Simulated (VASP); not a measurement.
# BN (P6_3/mmc) in VASP: elastic constants with PBE

Aim: the elastic constants of BN with PBE.

All numbers are computed with VASP 6.6.1; they aren't measurements. Logs are shortened: lines on timing, memory, paths and dates and some standing lists are left out, and cuts for length are marked.

**1. The cell of the first run**

It takes space group P6_3/mmc (No. 194, hexagonal). The conventional cell has a = 2.498 Å, b = 2.498 Å, c = 6.636 Å, α = 90.00°, β = 90.00°, γ = 120.00°. B (site symmetry -6m2) has 3 N at 1.44 Å within 1.9 Å. N (site symmetry -6m2) has 3 B at 1.44 Å within 1.9 Å.

**2. Elastic constants, PBE**

Input file INCAR:

```
ALGO = Normal ; EDIFF = 1E-8
ENCUT = 600 ; GGA = PE
IBRION = 6 ; ISIF = 3
ISMEAR = 0 ; LASPH = True
LCHARG = False ; LREAL = False
LWAVE = False ; NBANDS = 16
NELM = 100 ; NFREE = 2
NSW = 1 ; POTIM = 0.015
PREC = Accurate ; SIGMA = 0.01
```

Input file KPOINTS:

```
k-points
0
Gamma
  12 12 4
```

Input file POSCAR:

```
BN
1.0
    2.4982400000      0.0000000000      0.0000000000
   -1.2491200000      2.1635390000      0.0000000000
    0.0000000000      0.0000000000      6.6357000000
B N
2 2
Direct
    0.3333333333      0.6666666667      0.2500000000
    0.6666666667      0.3333333333      0.7500000000
    0.3333333333      0.6666666667      0.7500000000
    0.6666666667      0.3333333333      0.2500000000
```

Potentials or basis: VASP PAW PBE potentials, release 64 (B, N).

The run is started by

```
$ cat potpaw_PBE.64/B/POTCAR potpaw_PBE.64/N/POTCAR > POTCAR
$ mpirun -np 1 vasp_std > vasp.out
```

OUTCAR:

```text
EDIFF = 1E-8
   ENCUT = 600
   GGA = PE
   IBRION = 6
   ISIF = 3
   ISMEAR = 0
   LASPH = True
   LREAL = False
   NELM = 100
   NFREE = 2
   NSW = 1
   POTIM = 0.015
   PREC = Accurate

 ion  position               nearest neighbor table
   1  0.333  0.667  0.250-   4 1.44   4 1.44   4 1.44
   2  0.667  0.333  0.750-   3 1.44   3 1.44   3 1.44
   3  0.333  0.667  0.750-   2 1.44   2 1.44   2 1.44
   4  0.667  0.333  0.250-   1 1.44   1 1.44   1 1.44

  LATTYP: Found a hexagonal cell.
 ALAT       =     2.4982400000
 C/A-ratio  =     2.6561499296

  Lattice vectors:

 A1 = (   2.4982400000,   0.0000000000,   0.0000000000)
 A2 = (  -1.2491200000,   2.1635390000,   0.0000000000)
 A3 = (   0.0000000000,   0.0000000000,   6.6357000000)

Analysis of symmetry for initial positions (statically):
=====================================================================
 Subroutine PRICEL returns:
 Original cell was already a primitive cell.

 Routine SETGRP: Setting up the symmetry group for a
 hexagonal supercell.

 Subroutine GETGRP returns: Found 24 space group operations
 (whereof 12 operations were pure point group operations)
 out of a pool of 24 trial point group operations.

The static configuration has the point symmetry D_3d.
 The point group associated with its full space group is D_6h.

Analysis of symmetry for dynamics (positions and initial velocities):
=====================================================================
 Subroutine PRICEL returns:
 Original cell was already a primitive cell.

 Routine SETGRP: Setting up the symmetry group for a
 hexagonal supercell.

 Subroutine GETGRP returns: Found 24 space group operations
 (whereof 12 operations were pure point group operations)
 out of a pool of 24 trial point group operations.

The dynamic configuration has the point symmetry D_3d.
 The point group associated with its full space group is D_6h.

 Subroutine INISYM returns: Found 24 space group operations
[... 811 lines left out ...]
  ---------------------------------------------------
  ext. energy  EPLUGINS =         0.00000000
  ---------------------------------------------------
  free energy    TOTEN  =       -35.15189277 eV

  energy without entropy =      -35.15189277  energy(sigma->0) =      -35.15189277

 E-fermi :   2.4039     XC(G=0): -10.0889

 val. band max:        2.3080653290   @ k =   0.3333   0.3333   0.5000
 cond. band min:       6.5939310621   @ k =   0.5000   0.0000   0.0000
 fundamental gap:      4.2858657331
 Fermi energy:         2.4038675765

 k-point     1 :       0.0000    0.0000    0.0000
  band No.  band energies     occupation
      1     -15.5319      2.00000
      2     -15.2368      2.00000
      3      -3.9425      2.00000
      4      -1.8139      2.00000
      5       0.9869      2.00000
      6       0.9869      2.00000
[... 478 lines left out ...]
  FREE ENERGIE OF THE ION-ELECTRON SYSTEM (eV)
  ---------------------------------------------------
  free  energy   TOTEN  =       -35.1518927729 eV

  energy  without entropy=      -35.1518927729  energy(sigma->0) =      -35.15189277

 INTERNAL STRAIN TENSORS FROM STRAINED CELLS
 ============================================

 INTERNAL STRAIN TENSOR FOR ION    1 for displacements in x,y,z  (eV/Angst):
          X           Y           Z          XY          YZ          ZX
  --------------------------------------------------------------------------------
  x     0.00000     0.00000     0.00000   -13.11403     0.00000     0.00000
  y   -13.15716    13.20598    -0.00000    -0.00013    -0.00003    -0.00003
  z    -0.00000     0.00000     0.00000    -0.00000     0.00109    -0.00000

 INTERNAL STRAIN TENSORS FROM DISPLACED ATOMS
 ============================================

 INTERNAL STRAIN TENSOR FOR ION    1 for displacements in x,y,z  (eV/Angst):
          X           Y           Z          XY          YZ          ZX
  --------------------------------------------------------------------------------
  x     0.00000     0.00000     0.00000   -13.12972     0.00000     0.00000
  y   -13.12972    13.12972     0.00000     0.00000     0.00000     0.00000
  z     0.00000    -0.00000    -0.00000     0.00000    -0.00000     0.00000

 INTERNAL STRAIN TENSOR FOR ION    4 for displacements in x,y,z  (eV/Angst):
          X           Y           Z          XY          YZ          ZX
  --------------------------------------------------------------------------------
  x     0.00000     0.00000     0.00000    13.30191     0.00000     0.00000
  y    13.30191   -13.30190     0.00000     0.00000     0.00000     0.00000
  z     0.00000     0.00000     0.00000     0.00000    -0.00000     0.00000

 Eigenvectors and eigenvalues of the dynamical matrix
 ----------------------------------------------------

   1 f  =   41.102694 THz   258.255844 2PiTHz 1371.038299 cm-1   169.987008 meV
             X         Y         Z           dx          dy          dz
     -0.000000  1.442359  1.658925     0.531182   -0.000000   -0.000000
      1.249120  0.721180  4.976775     0.531182   -0.000000   -0.000000
     -0.000000  1.442359  4.976775    -0.466740    0.000000    0.000000
      1.249120  0.721180  1.658925    -0.466740    0.000000   -0.000000
[... 71 lines left out ...]
  12 f/i=    0.001015 THz     0.006380 2PiTHz    0.033871 cm-1     0.004199 meV
             X         Y         Z           dx          dy          dz
     -0.000000  1.442359  1.658925    -0.148704    0.442417    0.000000
      1.249120  0.721180  4.976775    -0.148704    0.442417    0.000000
     -0.000000  1.442359  4.976775    -0.169235    0.503501    0.000000
      1.249120  0.721180  1.658925    -0.169235    0.503501    0.000000

--------------------------------------------------------------------------------------------------------

 ELASTIC MODULI CONTR FROM IONIC RELAXATION (kBar)
 Direction    XX          YY          ZZ          XY          YZ          ZX
 --------------------------------------------------------------------------------
 XX        -381.9744    381.9743     -0.0000     -0.0000     -0.0000      0.0000
 YY         381.9743   -381.9741      0.0000      0.0000      0.0000      0.0000
 ZZ          -0.0000      0.0000     -0.0000     -0.0000     -0.0000      0.0000
 XY          -0.0000      0.0000     -0.0000   -381.9743      0.0000      0.0000
 YZ          -0.0000      0.0000     -0.0000      0.0000     -0.0000      0.0000
 ZX           0.0000      0.0000      0.0000      0.0000      0.0000      0.0000
 --------------------------------------------------------------------------------

 TOTAL ELASTIC MODULI (kBar)
 Direction    XX          YY          ZZ          XY          YZ          ZX
 --------------------------------------------------------------------------------
 XX        8946.1784   2095.4606      4.9361     -0.0000     -0.0000     -0.0000
 YY        2095.4606   8946.1734      4.9361      0.0000      0.0000     -0.0000
 ZZ           4.9361      4.9361    304.4272     -0.0000     -0.0000      0.0000
 XY          -0.0000      0.0000     -0.0000   3425.3577     -0.0000      0.0000
 YZ          -0.0000      0.0000     -0.0000      0.0000     26.3538      0.0000
 ZX           0.0000     -0.0000      0.0000      0.0000      0.0000     26.3557
 --------------------------------------------------------------------------------
```

stdout:

```text
POSCAR found type information on POSCAR B N
 POSCAR found :  2 types and       4 ions
 scaLAPACK will be used
 LDA part: xc-table for (Slater+PW92), standard interpolation
 POSCAR, INCAR and KPOINTS ok, starting setup
 FFT: planning ... GRIDC
 FFT: planning ... GRID_SOFT
 FFT: planning ... GRID
 WAVECAR not read
 entering main loop
 Found     4 degrees of freedom:
 Adding 6 more for cell shape distortion
 Finite differences POTIM= 0.01500 DOF=  10
 bond charge predicted
 Finite differences progress:
 bond charge predicted
 Finite differences progress:
 bond charge predicted
 Finite differences progress:
 bond charge predicted
 Finite differences progress:
 bond charge predicted
 Finite differences progress:
 bond charge predicted
 Finite differences progress:
 bond charge predicted
 Finite differences progress:
 bond charge predicted
 Finite differences progress:
 bond charge predicted
 Finite differences progress:
 bond charge predicted
 Finite differences progress:
 bond charge predicted
 Finite differences progress:
 bond charge predicted
 Finite differences progress:
 bond charge predicted
 Finite differences progress:
 bond charge predicted
 Finite differences progress:
 bond charge predicted
 Finite differences progress:
 bond charge predicted
 Finite differences progress:
 bond charge predicted
 Finite differences progress:
 bond charge predicted
 Finite differences progress:
 bond charge predicted
 Finite differences progress:
 bond charge predicted
 Finite differences progress:
```

Run time: 32 min. Hardware: 1 thread of Intel Xeon 8259CL, shared host; peak memory 0.36 GiB.

Results:

```yaml
Voigt_bulk_modulus: 249 GPa
Highest_phonon_frequency_at_Γ_LO-TO_splitting_left_out: 1371 cm⁻¹
```

Phonon frequencies in cm⁻¹ (negative: imaginary):
| q point | frequencies |
| --- | --- |
| (0.000, 0.000, 0.000) | 0 0 0 44 44 124 743 795 1371 1371 1371 1371 |

Elastic tensor in Voigt notation (GPa, in the Cartesian axes of the cell as first typed):
```
895 210   0   0   0   0
210 895   0   0   0   0
  0   0  30   0   0   0
  0   0   0   3   0   0
  0   0   0   0   3   0
  0   0   0   0   0 343
```

Clamped-ion elastic tensor (GPa):
```
933 171   0   0   0   0
171 933   0   0   0   0
  0   0  30   0   0   0
  0   0   0   3   0   0
  0   0   0   0   3   0
  0   0   0   0   0 381
```

Caveat: the cell is under stress, which shifts elastic constants; this functional lacks dispersion, which binds layers or chains, so the pressure and a relaxed spacing across them are unreliable.
